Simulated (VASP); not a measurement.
## GaN: single point with r2SCAN+rVV10

The system is GaN.

```
Ga N
1.0
     3.13702    0.00000    0.00000
    -1.56851    2.71674    0.00000
     0.00000    0.00000    5.09618
Ga N
2 2
Direct
  0.66667 0.33333 0.50000
  0.33333 0.66667 0.00000
  0.66667 0.33333 0.87500
  0.33333 0.66667 0.37500
```

```yaml
Program: VASP 6.6.1
Task: single point
Functional: r2SCAN
Dispersion: rVV10
Potentials_or_basis: VASP PAW PBE potentials, release 64 (Ga_d, N)
Cutoff: 520 eV
k_mesh: 10 × 10 × 5
Occupations: fermi-dirac, width 0.05 eV
Spin: no spin polarisation
Dipole_correction: no
Further_INCAR_settings: ALGO = Normal; EDIFF = 1e-06; NBANDS = 26
```

| Property | Result |
| --- | --- |
| Pressure | 9.9 GPa |
| Largest force | 0.154 eV/Å |
| Band gap on the k mesh | 2.62 eV, direct |

Forces on the atoms (eV/Å):
```
Ga   0.000  0.000 -0.154
Ga   0.000  0.000 -0.154
N    0.000  0.000  0.154
N    0.000  0.000  0.154
```

Stress tensor (GPa, compression positive):
```
 9.11  0.00  0.00
 0.00  9.11  0.00
 0.00  0.00 11.48
```

Levels at points of the mesh, in eV from the valence-band top:
```
           k point  band 15  band 16  band 17  band 18  band 19  band 20  band 21  band 22
(0.00, 0.00, 0.00)    -1.15    -0.06     0.00     0.00     2.62     5.09    10.21    10.82
(0.50, 0.00, 0.00)    -4.56    -3.02    -2.43    -1.07     5.66     6.33     6.69     9.74
```

It took 87 s on 1 thread of Intel(R) Xeon(R) 6975P-C (Granite Rapids), on a shared host, peak memory 0.29 GiB.

Caveat: the PAW data sets were made with another functional, which shifts forces and pressure a little. r2SCAN opens gaps a little over a GGA but as a rule still falls short of measured ones.
